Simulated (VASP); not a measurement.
# Cu (Fm-3m) in VASP: relaxation of cell and atoms with revPBE

Aim: the relaxation of cell and atoms of Cu with revPBE.

All numbers are computed with VASP 6.6.1; they aren't measurements. Logs are shortened: lines on timing, memory, paths and dates and some standing lists are left out, and cuts for length are marked.

### Step 1. The cell of the first run

Symmetry: Fm-3m, No. 225, cubic system. The conventional cell has a = 3.663 Å, b = 3.663 Å, c = 3.663 Å, α = 90.00°, β = 90.00°, γ = 90.00°. Cu (site symmetry m-3m) has 12 Cu at 2.59 Å within 3.4 Å.

### Step 2. Relaxation of cell and atoms, revPBE, collinear spin

The input, INCAR:

```
SYSTEM = Cu
ALGO = Normal
EDIFF = 1E-6
EDIFFG = -0.005
ENCUT = 600
GGA = RE
IBRION = 2
ISIF = 3
ISMEAR = -1
ISPIN = 2
LASPH = .TRUE.
LCHARG = .FALSE.
LMAXMIX = 4
LORBIT = 11
LREAL = .FALSE.
LWAVE = .FALSE.
MAGMOM = 0.2
NELM = 150
NSW = 100
PREC = Accurate
SIGMA = 0.05
```

The input, KPOINTS:

```
k-points
0
G
  16 16 16
  0 0 0
```

The input, POSCAR:

```
Cu
1.0
    0.0000000000      1.8312856224      1.8312856224
    1.8312856224      0.0000000000      1.8312856224
    1.8312856224      1.8312856224      0.0000000000
Cu
1
Direct
    0.0000000000      0.0000000000      0.0000000000
```

Potentials or basis: VASP PAW PBE potentials, release 64 (Cu).

The run is started by

```bash
$ cat potpaw_PBE.64/Cu/POTCAR > POTCAR
$ mpirun -np 1 vasp_std > vasp.out
```

OUTCAR:

```text
SYSTEM = Cu
   EDIFF = 1E-6
   EDIFFG = -0.005
   ENCUT = 600
   GGA = RE
   IBRION = 2
   ISIF = 3
   ISMEAR = -1
   ISPIN = 2
   LASPH = .TRUE.
   LORBIT = 11
   LREAL = .FALSE.
   NELM = 150
   NSW = 100
   PREC = Accurate

 ion  position               nearest neighbor table
   1  0.000  0.000  0.000-

  LATTYP: Found a face centered cubic cell.
 ALAT       =     3.6625712448

  Lattice vectors:

 A1 = (   0.0000000000,   1.8312856224,   1.8312856224)
 A2 = (   1.8312856224,   0.0000000000,   1.8312856224)
 A3 = (   1.8312856224,   1.8312856224,   0.0000000000)

Analysis of symmetry for initial positions (statically):
=====================================================================
 Subroutine PRICEL returns:
 Original cell was already a primitive cell.

 Routine SETGRP: Setting up the symmetry group for a
 face centered cubic supercell.

 Subroutine GETGRP returns: Found 48 space group operations
 (whereof 48 operations were pure point group operations)
 out of a pool of 48 trial point group operations.

The static configuration has the point symmetry O_h .

Analysis of symmetry for dynamics (positions and initial velocities):
=====================================================================
 Subroutine PRICEL returns:
 Original cell was already a primitive cell.

 Routine SETGRP: Setting up the symmetry group for a
 face centered cubic supercell.

 Subroutine GETGRP returns: Found 48 space group operations
 (whereof 48 operations were pure point group operations)
 out of a pool of 48 trial point group operations.

The dynamic configuration has the point symmetry O_h .

Analysis of structural, dynamic, and magnetic symmetry:
=====================================================================
 Subroutine PRICEL returns:
 Original cell was already a primitive cell.

 Routine SETGRP: Setting up the symmetry group for a
 face centered cubic supercell.

 Subroutine GETGRP returns: Found 48 space group operations
 (whereof 48 operations were pure point group operations)
 out of a pool of 48 trial point group operations.

The overall configuration has the point symmetry O_h .

 Subroutine INISYM returns: Found 48 space group operations
 (whereof 48 operations are pure point group operations),
 and found     1 'primitive' translations

----------------------------------------------------------------------------------------

                                     Primitive cell

  volume of cell :      12.2828

  direct lattice vectors                    reciprocal lattice vectors
     0.000000000  1.831285622  1.831285622    -0.273032232  0.273032232  0.273032232
     1.831285622  0.000000000  1.831285622     0.273032232 -0.273032232  0.273032232
     1.831285622  1.831285622  0.000000000     0.273032232  0.273032232 -0.273032232

  length of vectors
     2.589828964  2.589828964  2.589828964     0.472905697  0.472905697  0.472905697

  position of ions in fractional coordinates (direct lattice)
     0.000000000  0.000000000  0.000000000

  ion indices of the primitive-cell ions
   primitive index   ion index
                 1           1

----------------------------------------------------------------------------------------

 KPOINTS: k-points

Automatic generation of k-mesh.
 Grid dimensions read from file:
 generate k-points for:   16   16   16

 Generating k-lattice:

  Cartesian coordinates                     Fractional coordinates (reciprocal lattice)
    -0.017064514  0.017064514  0.017064514     0.062500000  0.000000000  0.000000000
     0.017064514 -0.017064514  0.017064514     0.000000000  0.062500000  0.000000000
     0.017064514  0.017064514 -0.017064514     0.000000000  0.000000000  0.062500000

  Length of vectors
     0.029556606  0.029556606  0.029556606

  Shift w.r.t. Gamma in fractional coordinates (k-lattice)
     0.000000000  0.000000000  0.000000000

 Subroutine IBZKPT returns following result:
 ===========================================

 Found    145 irreducible k-points:

 Following reciprocal coordinates:
            Coordinates               Weight
  0.000000  0.000000  0.000000      1.000000
  0.062500  0.000000  0.000000      8.000000
  0.125000  0.000000  0.000000      8.000000
  0.187500  0.000000  0.000000      8.000000
  0.250000  0.000000  0.000000      8.000000
  0.312500  0.000000  0.000000      8.000000
[... 16 lines left out ...]
 -0.125000  0.062500  0.000000     24.000000
 -0.062500  0.062500  0.000000     12.000000
 [... further k-points ...]
   k-points           NKPTS =    145   k-points in BZ     NKDIM =    145   number of bands    NBANDS=      9
   number of dos      NEDOS =    301   number of ions     NIONS =      1
   total plane-waves  NPLWV =  13824
   dimension x,y,z NGX =    24 NGY =   24 NGZ =   24
   dimension x,y,z NGXF=    48 NGYF=   48 NGZF=   48
   ions per type =               1
   NGX,Y,Z   is equivalent  to a cutoff of  15.41, 15.41, 15.41 a.u.
   NGXF,Y,Z  is equivalent  to a cutoff of  30.81, 30.81, 30.81 a.u.
 SYSTEM =  Cu
   PREC   = accura    normal or accurate (medium, high low for compatibility)
   ISTART =      0    job   : 0-new  1-cont  2-samecut
   ICHARG =      2    charge: 1-file 2-atom 10-const
   ISPIN  =      2    spin polarized calculation?
   LNONCOLLINEAR =      F non collinear calculations
   LSORBIT =      F    spin-orbit coupling
   LASPH  =      T    aspherical Exc in radial PAW
   ENCUT  =  600.0 eV  44.10 Ry    6.64 a.u.   5.17  5.17  5.17*2*pi/ulx,y,z
   NELM   =    150;   NELMIN=  2; NELMDL= -5     # of ELM steps
   EDIFF  = 0.1E-05   stopping-criterion for ELM
   LREAL  =      F    real-space projection
   EDIFFG = -.5E-02   stopping-criterion for IOM
   NSW    =    100    number of steps for IOM
   IBRION =      2    ionic relax: 0-MD 1-quasi-New 2-CG
   NFREE  =      1    steps in history (QN), initial steepest desc. (CG)
   ISIF   =      3    stress and relaxation
   ISYM   =      2    0-nonsym 1-usesym 2-fastsym
   POTIM  = 0.5000    time-step for ionic-motion
   TEBEG  =    0.0;   TEEND  =   0.0 temperature during run
   PSTRESS=    0.0 pullay stress
   NELECT =      11.0000    total number of electrons
   NUPDOWN=      -1.0000    fix difference up-down
   EMIN   =  10.00;   EMAX   =-10.00  energy-range for DOS
   EFERMI =   0.00;   METHOD = LEGACY
   ISMEAR =    -1;   SIGMA  =   0.05  broadening in eV -4-tet -1-fermi 0-gaus
   EFERMI_NEDOS =   21; number of points for ismear=-14 and -15
   IALGO  =     38    algorithm
   IMIX   =      4    mixing-type and parameters
     AMIX     =   0.40;   BMIX     =  1.00
     AMIX_MAG =   1.60;   BMIX_MAG =  1.00
  volume/ion in A,a.u.               =      12.28        82.89
  Fermi-wavevector in a.u.,A,eV,Ry     =   1.577997  2.981983 33.879542  2.490076
  Thomas-Fermi vector in A             =   2.678595
   LORBIT       =     11    0 simple, 1 ext, 2 COOP (PROOUT), +10 PAW based schemes
   GGA     = RE    functional components
   LHFCALC =     F    Hartree Fock is set to
   AEXX    =    0.0000 exact exchange contribution
   IVDW    =     0    specifies the selected vdW correction
   LEPSILON=     F    determine dielectric tensor
   LRPA    =     F    only Hartree local field effects (RPA)
 conjugate gradient relaxation of ions
 spin polarized calculation
  energy-cutoff  :      600.00
  volume of cell :       12.28
 maximum number of plane-waves:       423
 NGX is ok and might be reduce to    24
   NGX = 11   NGY = 11   NGZ = 11

--------------------------------------- Ionic step        1  -------------------------------------------

 number of electron      11.0000001 magnetization      -0.0001996

 number of electron      11.0000001 magnetization       0.0000023

 Free energy of the ion-electron system (eV)
  ---------------------------------------------------
  ext. energy  EPLUGINS =         0.00000000
  ---------------------------------------------------
  free energy    TOTEN  =        -3.35314860 eV

  energy without entropy =       -3.35054432  energy(sigma->0) =       -3.35184646

------------------------ aborting loop because EDIFF is reached ----------------------------------------

  FORCE on cell =-STRESS in cart. coord.  units (eV):
  Direction    XX          YY          ZZ          XY          YZ          ZX
  --------------------------------------------------------------------------------------
  -------------------------------------------------------------------------------------
  Total        0.0423214      0.0423214      0.0423214      0.0000000      0.0000000      0.0000000
  in kB        5.5204253      5.5204253      5.5204253      0.0000000      0.0000000      0.0000000
  external PRESSURE =       5.5204253 kB  Pullay stress =       0.0000000 kB
[... 59 lines left out ...]
--------------------------------------- Ionic step        3  -------------------------------------------

 number of electron      11.0000001 magnetization       0.0000001

 number of electron      11.0000001 magnetization      -0.0000000

 Free energy of the ion-electron system (eV)
  ---------------------------------------------------
  ext. energy  EPLUGINS =         0.00000000
  ---------------------------------------------------
  free energy    TOTEN  =        -3.35322403 eV

  energy without entropy =       -3.35061554  energy(sigma->0) =       -3.35191979

 E-fermi :   7.1389     XC(G=0): -12.3776

 val. band max:        7.1318133033   @ k =   0.5000   0.1875   0.0625
 cond. band min:       7.1727299506   @ k =   0.5000   0.3125   0.1250
 fundamental gap:      0.0409166473
 Fermi energy:         7.1389079309

 spin component 1

 k-point     1 :       0.0000    0.0000    0.0000
  band No.  band energies     occupation
      1      -1.8431      1.00000
      2       4.2861      1.00000
      3       4.2861      1.00000
      4       4.2861      1.00000
      5       5.0527      1.00000
      6       5.0527      1.00000
      7      29.3852      0.00000
      8      31.7727      0.00000
      9      31.7727      0.00000
[... 265 lines left out ...]
 k-point    24 :      -0.0625    0.0625    0.0000
  band No.  band energies     occupation
      1      -1.4770      1.00000
      2       4.2066      1.00000
      3       4.3477      1.00000
      4       4.3603      1.00000
      5       4.9942      1.00000
      6       5.0653      1.00000
      7      27.3544      0.00000
      8      28.3439      0.00000
      9      30.9490      0.00000

 [... further k-points ...]

 spin component 2

 k-point     1 :       0.0000    0.0000    0.0000
  band No.  band energies     occupation
      1      -1.8431      1.00000
      2       4.2861      1.00000
      3       4.2861      1.00000
      4       4.2861      1.00000
      5       5.0527      1.00000
      6       5.0527      1.00000
      7      29.3852      0.00000
      8      31.7727      0.00000
      9      31.7727      0.00000
[... 304 lines left out ...]
  FREE ENERGIE OF THE ION-ELECTRON SYSTEM (eV)
  ---------------------------------------------------
  free  energy   TOTEN  =        -3.3532240321 eV

  energy  without entropy=       -3.3506155397  energy(sigma->0) =       -3.35191979

 reached required accuracy - stopping structural energy minimisation

 total charge

# of ion       s       p       d       tot
------------------------------------------
    1        0.431   0.350   9.169   9.950

 magnetization (x)

# of ion       s       p       d       tot
------------------------------------------
    1       -0.000  -0.000   0.000  -0.000
```

Run time: 2.7 min. Hardware: 1 thread of AMD EPYC 7R13, shared host; peak memory 0.15 GiB.

Results:

* Free energy: -3.3532 eV
* Relaxed volume: 12.33 Å³/atom
* Relaxed cell: a = 2.593 Å, b = 2.593 Å, c = 2.593 Å, α = 60.00°, β = 60.00°, γ = 60.00°
* Space group after relaxing (to 0.1 Å): Fm-3m (No. 225)
* Energy gained by relaxing: 0.1 meV/atom
* Ionic steps: 3
* Pressure after relaxing: 0.0 GPa
* Net moment: 0.00 μB per cell
* Valence electrons inside the program's atomic spheres: Cu 9.95

Final structure:
```
CELL_PARAMETERS angstrom
0.00000 1.83355 1.83355
1.83355 0.00000 1.83355
1.83355 1.83355 0.00000
ATOMIC_POSITIONS crystal
Cu 0.00000 0.00000 0.00000
```

Caveat: the PAW data sets were made with another functional, which shifts forces and pressure a little. revPBE gives volumes clearly too large for solids.
